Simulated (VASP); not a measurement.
Input of a VASP 6.6.1 run:

File INCAR:

```
PREC = Accurate
ENCUT = 520
EDIFF = 1E-7
ISMEAR = 0
SIGMA = 0.15
LREAL = F
LASPH = T
NELM = 100
ALGO = Fast
ISIF = 2
LWAVE = F
LCHARG = F
GGA = PS
NBANDS = 12
```

The input KPOINTS:

```
regular mesh
0
Gamma
  20 20 20
```

File POSCAR:

```
Ta
1.0
   -1.5852288000      1.7173312000      1.6512800000
    1.5852288000     -1.7173312000      1.6512800000
    1.5852288000      1.7173312000     -1.6512800000
Ta
1
Direct
    0.0000000000      0.0000000000      0.0000000000
```

Potentials or basis: VASP PAW PBE potentials, release 64 (Ta_pv).

The run is started by

```bash
$ cat potpaw_PBE.64/Ta_pv/POTCAR > POTCAR
$ mpirun -np 1 vasp_std > vasp.out
```

Task: What does it give for the pressure?

Result: -2.9 GPa.

Task: Predict the band gap on the k mesh.

Result: Zero (an odd number of electrons rules out a gap without spin polarisation).

Stress tensor (GPa, compression positive):
```
 1.17  0.00  0.00
 0.00 -6.99  0.00
 0.00  0.00 -2.80
```

Caveat: the cell differs from its parent crystal (strain -0.0400 x Voigt [1, -1, 0, 0, 0, 0]); the PAW data sets were made with another functional, which shifts forces and pressure a little; spin-orbit coupling is left out, which moves the levels of the heavy elements.
